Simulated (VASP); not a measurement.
# Ti2O in VASP: further runs

The runs below take Ti2O through single point, with PBEsol.

Everything below comes from runs of VASP 6.6.1. Logs are shortened: lines on timing, memory, paths and dates and some standing lists are left out, and cuts for length are marked.

### Step 1. The cell of the first run

The typed cell holds 3 atoms: a = 2.960 Å, b = 2.857 Å, c = 4.673 Å, α = 89.69°, β = 89.91°, γ = 116.72°.

### Step 2. Single point, PBEsol (atoms moved at random and the cell strained at random)

INCAR

```
SYSTEM = Ti2O
ALGO = Normal
EDIFF = 1E-6
ENCUT = 520
GGA = PS
ISIF = 2
ISMEAR = 0
LASPH = .TRUE.
LCHARG = .FALSE.
LREAL = .FALSE.
LWAVE = .FALSE.
NBANDS = 22
NELM = 60
PREC = Accurate
SIGMA = 0.15
```

KPOINTS

```
k-points
0
G
  12 12 8
  0 0 0
```

POSCAR

```
Ti2O
1.0
    2.9575078972      0.1129777400      0.0021845275
   -1.3809123558      2.5006073789      0.0077721134
    0.0034945120      0.0163736918      4.6729221723
Ti O
2 1
Direct
    0.6661175366      0.3253042024      0.2623373552
    0.3434317662      0.6751397685      0.7381769732
   -0.0095493028     -0.0004439709     -0.0005143284
```

Potentials or basis: VASP PAW PBE potentials, release 64 (Ti_sv, O).

Run with:

```sh
> cat potpaw_PBE.64/Ti_sv/POTCAR potpaw_PBE.64/O/POTCAR > POTCAR
> mpirun -np 1 vasp_std > vasp.out
```

OUTCAR:

```text
SYSTEM = Ti2O
   EDIFF = 1E-6
   ENCUT = 520
   GGA = PS
   ISIF = 2
   ISMEAR = 0
   LASPH = .TRUE.
   LREAL = .FALSE.
   NELM = 60
   PREC = Accurate

 ion  position               nearest neighbor table
   1  0.666  0.325  0.262-   3 2.03   3 2.11   3 2.17   2 2.77   2 2.78   2 2.86
   2  0.343  0.675  0.738-   3 2.08   3 2.11   3 2.11   1 2.77   1 2.78   1 2.86
   3  0.990  1.000  0.999-   1 2.03   2 2.08   2 2.11   1 2.11   2 2.11   1 2.17

  LATTYP: Found a triclinic cell.
 ALAT       =     3.0523072928
 B/A-ratio  =     0.9696487036
 C/A-ratio  =     1.5309573109
 COS(alpha) =     0.0016191198
 COS(beta)  =     0.0066485435
 COS(gamma) =     0.5488373909

  Lattice vectors:

 A1 = (  -1.5765955414,  -2.6135851189,  -0.0099566409)
 A2 = (  -2.9575078972,  -0.1129777400,  -0.0021845275)
 A3 = (  -0.0034945120,  -0.0163736918,  -4.6729221723)

Analysis of symmetry for initial positions (statically):
=====================================================================
 Subroutine PRICEL returns:
 Original cell was already a primitive cell.

 Routine SETGRP: Setting up the symmetry group for a
 triclinic supercell.

 Subroutine GETGRP returns: Found  1 space group operations
 (whereof  1 operations were pure point group operations)
 out of a pool of  2 trial point group operations.

The static configuration has the point symmetry C_1 .

Analysis of symmetry for dynamics (positions and initial velocities):
=====================================================================
 Subroutine PRICEL returns:
 Original cell was already a primitive cell.

 Routine SETGRP: Setting up the symmetry group for a
 triclinic supercell.

 Subroutine GETGRP returns: Found  1 space group operations
 (whereof  1 operations were pure point group operations)
 out of a pool of  2 trial point group operations.

The dynamic configuration has the point symmetry C_1 .

 Subroutine INISYM returns: Found  1 space group operations
 (whereof  1 operations are pure point group operations),
 and found     1 'primitive' translations

----------------------------------------------------------------------------------------

                                     Primitive cell

  volume of cell :      35.2875

[... 79 lines left out ...]
   NGXF,Y,Z  is equivalent  to a cutoff of  26.96, 27.93, 25.61 a.u.
 SYSTEM =  Ti2O
   PREC   = accura    normal or accurate (medium, high low for compatibility)
   ISTART =      0    job   : 0-new  1-cont  2-samecut
   ICHARG =      2    charge: 1-file 2-atom 10-const
   ISPIN  =      1    spin polarized calculation?
   LNONCOLLINEAR =      F non collinear calculations
   LSORBIT =      F    spin-orbit coupling
   LASPH  =      T    aspherical Exc in radial PAW
   ENCUT  =  520.0 eV  38.22 Ry    6.18 a.u.   5.50  5.31  8.69*2*pi/ulx,y,z
   NELM   =     60;   NELMIN=  2; NELMDL= -5     # of ELM steps
   EDIFF  = 0.1E-05   stopping-criterion for ELM
   LREAL  =      F    real-space projection
   EDIFFG = 0.1E-04   stopping-criterion for IOM
   NSW    =      0    number of steps for IOM
   IBRION =     -1    ionic relax: 0-MD 1-quasi-New 2-CG
   NFREE  =      0    steps in history (QN), initial steepest desc. (CG)
   ISIF   =      2    stress and relaxation
   ISYM   =      2    0-nonsym 1-usesym 2-fastsym
   POTIM  = 0.5000    time-step for ionic-motion
   TEBEG  =    0.0;   TEEND  =   0.0 temperature during run
   PSTRESS=    0.0 pullay stress
   NELECT =      30.0000    total number of electrons
   NUPDOWN=      -1.0000    fix difference up-down
   EMIN   =  10.00;   EMAX   =-10.00  energy-range for DOS
   EFERMI =   0.00;   METHOD = LEGACY
   ISMEAR =     0;   SIGMA  =   0.15  broadening in eV -4-tet -1-fermi 0-gaus
   EFERMI_NEDOS =   21; number of points for ismear=-14 and -15
   IALGO  =     38    algorithm
   IMIX   =      4    mixing-type and parameters
     AMIX     =   0.40;   BMIX     =  1.00
     AMIX_MAG =   1.60;   BMIX_MAG =  1.00
  volume/ion in A,a.u.               =      11.76        79.38
  Fermi-wavevector in a.u.,A,eV,Ry     =   1.550868  2.930716 32.724638  2.405193
  Thomas-Fermi vector in A             =   2.655470
   LORBIT       =      0    0 simple, 1 ext, 2 COOP (PROOUT), +10 PAW based schemes
   GGA     = PS    functional components
   LHFCALC =     F    Hartree Fock is set to
   AEXX    =    0.0000 exact exchange contribution
   IVDW    =     0    specifies the selected vdW correction
   LEPSILON=     F    determine dielectric tensor
   LRPA    =     F    only Hartree local field effects (RPA)
 non-spin polarized calculation
 Gauss-broadening in eV      SIGMA  =   0.15
  energy-cutoff  :      520.00
  volume of cell :       35.29
 maximum number of plane-waves:       966
 NGX is ok and might be reduce to    24
   NGX = 11   NGY = 11   NGZ = 17

 number of electron      30.0000002 magnetization

 Free energy of the ion-electron system (eV)
  ---------------------------------------------------
  ext. energy  EPLUGINS =         0.00000000
  ---------------------------------------------------
  free energy    TOTEN  =       -27.51007786 eV

  energy without entropy =      -27.49815367  energy(sigma->0) =      -27.50411576

 E-fermi :  10.1153     XC(G=0): -12.6338

 val. band max:       10.1150759791   @ k =  -0.0833   0.1667   0.2500
 cond. band min:      10.1183495997   @ k =  -0.1667   0.2500   0.2500
 fundamental gap:      0.0032736205
 Fermi energy:        10.1152948478

 k-point     1 :       0.0000    0.0000    0.0000
  band No.  band energies     occupation
      1     -46.7857      2.00000
      2     -46.6351      2.00000
      3     -23.6059      2.00000
      4     -22.9187      2.00000
      5     -22.8391      2.00000
      6     -22.8293      2.00000
[... 589 lines left out ...]
     21      13.3817      0.00000
     22      13.9474      0.00000

 [... further k-points ...]
[... 5 lines left out ...]
  --------------------------------------------------------------------------------------
  -------------------------------------------------------------------------------------
  Total        0.4862892      0.7739399      1.0409520     -2.2970564     -0.0571690     -0.8045962
  in kB       22.0792542     35.1396141     47.2629086   -104.2944966     -2.5956764    -36.5315193
  external PRESSURE =      34.8272590 kB  Pullay stress =       0.0000000 kB

 VOLUME and BASIS-vectors are now :
 -----------------------------------------------------------------------------
  energy-cutoff  :      520.00
  volume of cell :       35.29
      direct lattice vectors                 reciprocal lattice vectors
     2.957507897  0.112977740  0.002184528     0.331137586  0.182867128 -0.000888389
    -1.380912356  2.500607379  0.007772113    -0.014959985  0.391645709 -0.001361120
     0.003494512  0.016373692  4.672922172    -0.000129921 -0.000736882  0.214001535

 POSITION                                       TOTAL-FORCE (eV/Angst)
 -----------------------------------------------------------------------------------
      1.52175      0.89301      1.22987        -0.193902      0.111697      0.129138
      0.08597      1.73915      3.45544        -0.258065     -0.063916     -0.077502
      1.55246      2.62776      4.68045         0.451968     -0.047782     -0.051636
 -----------------------------------------------------------------------------------
    total drift:                                0.000072      0.000018     -0.000268

  FREE ENERGIE OF THE ION-ELECTRON SYSTEM (eV)
  ---------------------------------------------------
  free  energy   TOTEN  =       -27.5100778579 eV

  energy  without entropy=      -27.4981536720  energy(sigma->0) =      -27.50411576
```

OSZICAR:

```text
N       E                     dE             d eps       ncg     rms          rms(c)
DAV:   1     0.346406477498E+03    0.34641E+03   -0.15221E+04 25568   0.172E+03
DAV:   2     0.104438145171E+02   -0.33596E+03   -0.32139E+03 26840   0.484E+02
DAV:   3    -0.285953537561E+02   -0.39039E+02   -0.38106E+02 39470   0.147E+02
DAV:   4    -0.316568488780E+02   -0.30615E+01   -0.30429E+01 34090   0.366E+01
DAV:   5    -0.317717041728E+02   -0.11486E+00   -0.11484E+00 33880   0.624E+00    0.183E+01
DAV:   6    -0.276986268273E+02    0.40731E+01   -0.21287E+01 33884   0.467E+01    0.570E+00
DAV:   7    -0.275205034346E+02    0.17812E+00   -0.18644E+00 35836   0.106E+01    0.350E+00
DAV:   8    -0.275069944869E+02    0.13509E-01   -0.20867E-01 33966   0.409E+00    0.106E+00
DAV:   9    -0.275091418125E+02   -0.21473E-02   -0.42875E-02 37970   0.197E+00    0.532E-01
DAV:  10    -0.275106321362E+02   -0.14903E-02   -0.11232E-02 35564   0.166E+00    0.275E-01
DAV:  11    -0.275101069401E+02    0.52520E-03   -0.45132E-03 36050   0.113E+00    0.594E-02
DAV:  12    -0.275100818715E+02    0.25069E-04   -0.73933E-04 36634   0.337E-01    0.325E-02
DAV:  13    -0.275100780295E+02    0.38420E-05   -0.71813E-05 31356   0.897E-02    0.127E-02
DAV:  14    -0.275100778579E+02    0.17157E-06   -0.81930E-06 35074   0.364E-02
   1 F= -.27510078E+02 E0= -.27504116E+02  d E =-.119242E-01
```

Wall time 2.4 min (1 thread of Intel Xeon 6975P-C (Granite Rapids), shared host); peak memory 0.47 GiB.

What came out:

```
Free energy            : -27.5101 eV
Pressure               : 3.5 GPa
Largest force          : 0.457 eV/Å
Band gap on the k mesh : zero (band 15 reaches 10.38 eV, above the bottom of band 16 at 9.84 eV)
```

Forces on the atoms (eV/Å):
```
Ti  -0.194  0.112  0.129
Ti  -0.258 -0.064 -0.078
O    0.452 -0.048 -0.052
```

Stress tensor (GPa, compression positive):
```
  2.21 -10.43  -3.65
-10.43   3.51  -0.26
 -3.65  -0.26   4.73
```

Caveat: the cell differs from its parent crystal (atoms moved at random and the cell strained at random); the PAW data sets were made with another functional, which shifts forces and pressure a little.

### Step 3. Single point, PBEsol

INCAR

```
PREC     = Accurate       # precision mode
ENCUT    = 520            # plane-wave cutoff, eV
EDIFF    = 1E-6           # SCF threshold, eV
ISMEAR   = 0              # smearing method
SIGMA    = 0.15           # smearing width, eV
LREAL    = F              # projectors in reciprocal space
LASPH    = T              # aspherical terms in the spheres
NELM     = 60             # most SCF steps
ALGO     = Normal         # electronic algorithm
ISIF     = 2              # what is computed and relaxed
LWAVE    = F              # write WAVECAR
LCHARG   = F              # write CHGCAR
GGA      = PS             # functional
NBANDS   = 22             # bands
```

KPOINTS

```
Automatic mesh
0
Gamma
  12 12 8
```

POSCAR

```
Ti2O
1.0
    2.9575078972      0.1129777400      0.0021845275
   -1.3809123558      2.5006073789      0.0077721134
    0.0034945120      0.0163736918      4.6729221723
Ti O
2 1
Direct
    0.6730924066      0.3341332292      0.2630262213
    0.3269069277      0.6658663153      0.7369736734
    0.0000006656      0.0000004555      0.0000001053
```

Potentials or basis: VASP PAW PBE potentials, release 64 (Ti_sv, O).

Run with:

```sh
> cat potpaw_PBE.64/Ti_sv/POTCAR potpaw_PBE.64/O/POTCAR > POTCAR
> mpirun -np 1 vasp_std > vasp.out
```

Run time: 2.2 min. Hardware: 1 thread of Intel Xeon 6975P-C (Granite Rapids), shared host; peak memory 0.47 GiB.

It converged, with:

```
Free energy            : -27.5222 eV
Pressure               : 3.5 GPa
Largest force          : 0.053 eV/Å
Band gap on the k mesh : zero (band 15 reaches 10.44 eV, above the bottom of band 16 at 9.87 eV)
```

Forces in eV/Å, atoms in the order of the input:
```
Ti  -0.013  0.002  0.051
Ti   0.013 -0.002 -0.051
O    0.000  0.000  0.000
```

Stress tensor (GPa, compression positive):
```
  2.18 -10.27  -3.88
-10.27   3.28  -0.57
 -3.88  -0.57   4.93
```

Levels at points of the mesh, in eV from the Fermi level:
| k point | band 11 | band 12 | band 13 | band 14 | band 15 | band 16 | band 17 | band 18 | band 19 | band 20 |
| --- | --- | --- | --- | --- | --- | --- | --- | --- | --- | --- |
| (0.00, 0.00, 0.00) | -6.57 | -6.23 | -3.60 | 0.04 | 0.15 | 0.37 | 0.82 | 0.95 | 0.97 | 1.29 |
| (0.50, 0.00, 0.00) | -7.12 | -6.53 | -2.65 | -1.39 | -0.53 | 1.29 | 1.93 | 2.80 | 2.96 | 2.98 |
| (0.00, 0.50, 0.00) | -7.14 | -6.73 | -2.69 | -1.27 | -0.50 | 1.42 | 1.74 | 2.81 | 2.85 | 2.95 |
| (0.50, 0.50, 0.00) | -7.16 | -7.00 | -2.74 | -1.18 | -0.37 | 1.56 | 1.66 | 2.84 | 3.03 | 3.03 |
| (0.00, 0.00, 0.50) | -6.63 | -6.31 | -1.66 | -1.52 | -0.33 | 0.51 | 1.34 | 1.76 | 1.93 | 2.27 |
| (0.50, 0.00, 0.50) | -7.16 | -6.46 | -1.68 | -1.38 | -0.64 | -0.14 | 1.33 | 2.54 | 2.89 | 3.03 |
| (0.00, 0.50, 0.50) | -7.16 | -6.68 | -1.64 | -1.17 | -0.56 | -0.11 | 1.12 | 2.40 | 2.76 | 3.21 |
| (0.50, 0.50, 0.50) | -7.18 | -6.94 | -1.62 | -1.04 | -0.49 | -0.04 | 0.89 | 2.67 | 3.00 | 3.09 |

Caveat: the cell differs from its parent crystal (all atoms moved at random, sigma 0.05 Å a component, cell strained at random, sigma 0.03, then relaxed in part); the PAW data sets were made with another functional, which shifts forces and pressure a little.
